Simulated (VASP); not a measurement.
# BaS (P6_3mc) in VASP: single point with PBE

Aim: the single point of BaS with PBE.

Everything below comes from runs of VASP 6.6.1. Logs are shortened: lines on timing, memory, paths and dates and some standing lists are left out, and cuts for length are marked.

### Step 1. The cell of the first run

The structure is hexagonal, space group P6_3mc (No. 186). The conventional cell has a = 5.009 Å, b = 5.009 Å, c = 8.241 Å, α = 90.00°, β = 90.00°, γ = 120.00°. Ba (site symmetry 3m) has 4 S at 3.08 Å within 4.0 Å. S (site symmetry 3m) has 4 Ba at 3.08 Å within 4.0 Å.

### Step 2. Single point, PBE

Input file INCAR:

```
SYSTEM = BaS
  ALGO = Normal
  EDIFF = 1E-7
  ENCUT = 520
  GGA = PE
  ISIF = 2
  ISMEAR = 0
  LASPH = .True.
  LCHARG = .False.
  LREAL = .False.
  LWAVE = .False.
  NBANDS = 24
  NELM = 60
  PREC = Accurate
  SIGMA = 0.1
```

Input file KPOINTS:

```
k-points
0
Gamma
  6 6 2
  0 0 0
```

Input file POSCAR:

```
BaS
1.0
    5.0088246600      0.0000000000      0.0000000000
   -2.5044123300      4.3377694000      0.0000000000
    0.0000000000      0.0000000000      8.2410884400
Ba S
2 2
Direct
    0.3333333300      0.6666666700      0.3731349300
    0.6666666700      0.3333333300      0.8731349300
    0.3333333300      0.6666666700      0.0000000000
    0.6666666700      0.3333333300      0.5000000000
```

Potentials or basis: VASP PAW PBE potentials, release 64 (Ba_sv, S).

Command:

```
cat potpaw_PBE.64/Ba_sv/POTCAR potpaw_PBE.64/S/POTCAR > POTCAR
mpirun -np 1 vasp_std > vasp.out
```

OUTCAR:

```text
SYSTEM = BaS
   EDIFF = 1E-7
   ENCUT = 520
   GGA = PE
   ISIF = 2
   ISMEAR = 0
   LASPH = .True.
   LREAL = .False.
   NELM = 60
   PREC = Accurate

 ion  position               nearest neighbor table
   1  0.333  0.667  0.373-   4 3.08   4 3.08   3 3.08   4 3.08
   2  0.667  0.333  0.873-   3 3.08   3 3.08   4 3.08   3 3.08
   3  0.333  0.667  0.000-   2 3.08   2 3.08   1 3.08   2 3.08
   4  0.667  0.333  0.500-   1 3.08   1 3.08   2 3.08   1 3.08

  LATTYP: Found a hexagonal cell.
 ALAT       =     5.0088246600
 C/A-ratio  =     1.6453138210

  Lattice vectors:

 A1 = (   5.0088246600,   0.0000000000,   0.0000000000)
 A2 = (  -2.5044123300,   4.3377694000,   0.0000000000)
 A3 = (   0.0000000000,   0.0000000000,   8.2410884400)

Analysis of symmetry for initial positions (statically):
=====================================================================
 Subroutine PRICEL returns:
 Original cell was already a primitive cell.

 Routine SETGRP: Setting up the symmetry group for a
 hexagonal supercell.

 Subroutine GETGRP returns: Found 12 space group operations
 (whereof  6 operations were pure point group operations)
 out of a pool of 24 trial point group operations.

The static configuration has the point symmetry C_3v.
 The point group associated with its full space group is C_6v.

Analysis of symmetry for dynamics (positions and initial velocities):
=====================================================================
 Subroutine PRICEL returns:
 Original cell was already a primitive cell.

 Routine SETGRP: Setting up the symmetry group for a
 hexagonal supercell.

 Subroutine GETGRP returns: Found 12 space group operations
 (whereof  6 operations were pure point group operations)
 out of a pool of 24 trial point group operations.

The dynamic configuration has the point symmetry C_3v.
 The point group associated with its full space group is C_6v.

 Subroutine INISYM returns: Found 12 space group operations
 (whereof  6 operations are pure point group operations),
 and found     1 'primitive' translations

----------------------------------------------------------------------------------------

                                     Primitive cell

  volume of cell :     179.0552

  direct lattice vectors                    reciprocal lattice vectors
     5.008824660  0.000000000  0.000000000     0.199647635  0.115266616  0.000000000
    -2.504412330  4.337769400  0.000000000     0.000000000  0.230533232  0.000000000
     0.000000000  0.000000000  8.241088440     0.000000000  0.000000000  0.121343195

  length of vectors
     5.008824660  5.008824661  8.241088440     0.230533232  0.230533232  0.121343195

  position of ions in fractional coordinates (direct lattice)
     0.333333330  0.666666670  0.373134930
     0.666666670  0.333333330  0.873134930
     0.333333330  0.666666670  0.000000000
     0.666666670  0.333333330  0.500000000

  ion indices of the primitive-cell ions
   primitive index   ion index
                 1           1
                 2           2
                 3           3
                 4           4

----------------------------------------------------------------------------------------

 KPOINTS: k-points

Automatic generation of k-mesh.
 Grid dimensions read from file:
 generate k-points for:    6    6    2

 Generating k-lattice:

  Cartesian coordinates                     Fractional coordinates (reciprocal lattice)
     0.033274606  0.019211103  0.000000000     0.166666667  0.000000000  0.000000000
     0.000000000  0.038422205  0.000000000     0.000000000  0.166666667  0.000000000
     0.000000000  0.000000000  0.060671597     0.000000000  0.000000000  0.500000000

  Length of vectors
     0.038422205  0.038422205  0.060671597

  Shift w.r.t. Gamma in fractional coordinates (k-lattice)
     0.000000000  0.000000000  0.000000000

 Subroutine IBZKPT returns following result:
 ===========================================

 Found     14 irreducible k-points:

 Following reciprocal coordinates:
            Coordinates               Weight
  0.000000  0.000000  0.000000      1.000000
  0.166667  0.000000  0.000000      6.000000
  0.333333  0.000000  0.000000      6.000000
  0.500000  0.000000  0.000000      3.000000
  0.166667  0.166667  0.000000      6.000000
  0.333333  0.166667  0.000000     12.000000
  0.333333  0.333333  0.000000      2.000000
  0.000000  0.000000  0.500000      1.000000
  0.166667  0.000000  0.500000      6.000000
  0.333333  0.000000  0.500000      6.000000
  0.500000  0.000000  0.500000      3.000000
  0.166667  0.166667  0.500000      6.000000
  0.333333  0.166667  0.500000     12.000000
  0.333333  0.333333  0.500000      2.000000
   k-points           NKPTS =     14   k-points in BZ     NKDIM =     14   number of bands    NBANDS=     24
   number of dos      NEDOS =    301   number of ions     NIONS =      4
   total plane-waves  NPLWV = 102400
   dimension x,y,z NGX =    40 NGY =   40 NGZ =   64
   dimension x,y,z NGXF=    80 NGYF=   80 NGZF=  128
   ions per type =               2   2
   NGX,Y,Z   is equivalent  to a cutoff of  13.28, 13.28, 12.91 a.u.
   NGXF,Y,Z  is equivalent  to a cutoff of  26.55, 26.55, 25.82 a.u.
 SYSTEM =  BaS
   PREC   = accura    normal or accurate (medium, high low for compatibility)
   ISTART =      0    job   : 0-new  1-cont  2-samecut
   ICHARG =      2    charge: 1-file 2-atom 10-const
   ISPIN  =      1    spin polarized calculation?
   LNONCOLLINEAR =      F non collinear calculations
   LSORBIT =      F    spin-orbit coupling
   LASPH  =      T    aspherical Exc in radial PAW
   ENCUT  =  520.0 eV  38.22 Ry    6.18 a.u.   9.31  9.31 15.32*2*pi/ulx,y,z
   NELM   =     60;   NELMIN=  2; NELMDL= -5     # of ELM steps
   EDIFF  = 0.1E-06   stopping-criterion for ELM
   LREAL  =      F    real-space projection
   EDIFFG = 0.1E-05   stopping-criterion for IOM
   NSW    =      0    number of steps for IOM
   IBRION =     -1    ionic relax: 0-MD 1-quasi-New 2-CG
   NFREE  =      0    steps in history (QN), initial steepest desc. (CG)
   ISIF   =      2    stress and relaxation
   ISYM   =      2    0-nonsym 1-usesym 2-fastsym
   POTIM  = 0.5000    time-step for ionic-motion
   TEBEG  =    0.0;   TEEND  =   0.0 temperature during run
   PSTRESS=    0.0 pullay stress
   NELECT =      32.0000    total number of electrons
   NUPDOWN=      -1.0000    fix difference up-down
   EMIN   =  10.00;   EMAX   =-10.00  energy-range for DOS
   EFERMI =   0.00;   METHOD = LEGACY
   ISMEAR =     0;   SIGMA  =   0.10  broadening in eV -4-tet -1-fermi 0-gaus
   EFERMI_NEDOS =   21; number of points for ismear=-14 and -15
   IALGO  =     38    algorithm
   IMIX   =      4    mixing-type and parameters
     AMIX     =   0.40;   BMIX     =  1.00
     AMIX_MAG =   1.60;   BMIX_MAG =  1.00
  volume/ion in A,a.u.               =      44.76       302.08
  Fermi-wavevector in a.u.,A,eV,Ry     =   0.922138  1.742588 11.569555  0.850338
  Thomas-Fermi vector in A             =   2.047632
   LORBIT       =      0    0 simple, 1 ext, 2 COOP (PROOUT), +10 PAW based schemes
   GGA     = PE    functional components
   LHFCALC =     F    Hartree Fock is set to
   AEXX    =    0.0000 exact exchange contribution
   IVDW    =     0    specifies the selected vdW correction
   LEPSILON=     F    determine dielectric tensor
   LRPA    =     F    only Hartree local field effects (RPA)
 non-spin polarized calculation
 Gauss-broadening in eV      SIGMA  =   0.10
  energy-cutoff  :      520.00
  volume of cell :      179.06
 maximum number of plane-waves:      4878
 NGX is ok and might be reduce to    40
   NGX = 19   NGY = 19   NGZ = 31

 number of electron      31.9999999 magnetization

 Free energy of the ion-electron system (eV)
  ---------------------------------------------------
  ext. energy  EPLUGINS =         0.00000000
  ---------------------------------------------------
  free energy    TOTEN  =       -19.54263801 eV

  energy without entropy =      -19.54263801  energy(sigma->0) =      -19.54263801

 E-fermi :   0.2044     XC(G=0):  -7.0834

 val. band max:       -0.3018485693   @ k =   0.5000   0.0000   0.0000
 cond. band min:       2.4716166584   @ k =   0.0000   0.0000   0.0000
 fundamental gap:      2.7734652278
 Fermi energy:         0.2043646263

 k-point     1 :       0.0000    0.0000    0.0000
  band No.  band energies     occupation
      1     -26.4448      2.00000
      2     -26.4326      2.00000
      3     -12.1672      2.00000
      4     -11.6540      2.00000
      5     -11.6540      2.00000
      6     -11.6201      2.00000
[... 16 lines left out ...]
     23       5.3472      0.00000
     24       5.9365      0.00000

 k-point     2 :       0.1667    0.0000    0.0000
  band No.  band energies     occupation
      1     -26.4420      2.00000
      2     -26.4312      2.00000
      3     -12.1745      2.00000
      4     -11.7736      2.00000
      5     -11.7060      2.00000
      6     -11.6674      2.00000
[... 16 lines left out ...]
     23       5.8308      0.00000
     24       6.0175      0.00000

 k-point     3 :       0.3333    0.0000    0.0000
  band No.  band energies     occupation
      1     -26.4358      2.00000
      2     -26.4288      2.00000
      3     -12.2106      2.00000
      4     -12.0208      2.00000
      5     -11.7563      2.00000
      6     -11.6933      2.00000
[... 16 lines left out ...]
     23       5.7582      0.00000
     24       6.1124      0.00000
[... 244 lines left out ...]
 k-point    13 :       0.3333    0.1667    0.5000
  band No.  band energies     occupation
      1     -26.4301      2.00000
      2     -26.4301      2.00000
      3     -12.1948      2.00000
      4     -12.1948      2.00000
      5     -11.7119      2.00000
      6     -11.7119      2.00000
[... 16 lines left out ...]
     23       5.8486      0.00000
     24       5.8486      0.00000

 k-point    14 :       0.3333    0.3333    0.5000
  band No.  band energies     occupation
      1     -26.4290      2.00000
      2     -26.4290      2.00000
      3     -12.2131      2.00000
      4     -12.2131      2.00000
      5     -11.7424      2.00000
      6     -11.7424      2.00000
[... 16 lines left out ...]
     23       5.7896      0.00000
     24       5.7896      0.00000

------------------------ aborting loop because EDIFF is reached ----------------------------------------

  FORCE on cell =-STRESS in cart. coord.  units (eV):
  Direction    XX          YY          ZZ          XY          YZ          ZX
  --------------------------------------------------------------------------------------
  -------------------------------------------------------------------------------------
  Total       -0.1837389     -0.1837389     -0.9018105      0.0000000      0.0000000      0.0000000
  in kB       -1.6440871     -1.6440871     -8.0693585      0.0000000      0.0000000      0.0000000
  external PRESSURE =      -3.7858442 kB  Pullay stress =       0.0000000 kB

 VOLUME and BASIS-vectors are now :
 -----------------------------------------------------------------------------
  energy-cutoff  :      520.00
  volume of cell :      179.06
      direct lattice vectors                 reciprocal lattice vectors
     5.008824660  0.000000000  0.000000000     0.199647635  0.115266616  0.000000000
    -2.504412330  4.337769400  0.000000000     0.000000000  0.230533232  0.000000000
     0.000000000  0.000000000  8.241088440     0.000000000  0.000000000  0.121343195

 POSITION                                       TOTAL-FORCE (eV/Angst)
 -----------------------------------------------------------------------------------
     -0.00000      2.89185      3.07504         0.000000      0.000000      0.081326
      2.50441      1.44592      7.19558         0.000000     -0.000000      0.081326
     -0.00000      2.89185      0.00000        -0.000000      0.000000     -0.081326
      2.50441      1.44592      4.12054         0.000000      0.000000     -0.081326
 -----------------------------------------------------------------------------------
    total drift:                                0.000006     -0.000003      0.000294

  FREE ENERGIE OF THE ION-ELECTRON SYSTEM (eV)
  ---------------------------------------------------
  free  energy   TOTEN  =       -19.5426380117 eV

  energy  without entropy=      -19.5426380117  energy(sigma->0) =      -19.54263801
```

It took 63 s on 1 thread of Intel Xeon Platinum 8488C (Sapphire Rapids), shared host; peak memory 0.31 GiB.

What came out:

```yaml
Free_energy: -19.5426 eV
Pressure: -0.4 GPa
Largest_force: 0.081 eV/Å
Band_gap_on_the_k_mesh: 2.77 eV (least direct gap 3.14 eV)
```

Forces in eV/Å, atoms in the order of the input:
```
Ba   0.000  0.000  0.081
Ba   0.000  0.000  0.081
S    0.000  0.000 -0.081
S    0.000  0.000 -0.081
```

Stress tensor (GPa, compression positive):
```
-0.16  0.00  0.00
 0.00 -0.16  0.00
 0.00  0.00 -0.81
```

Caveat: spin-orbit coupling is left out, which moves the levels of the heavy elements. A k mesh can miss the band edges.
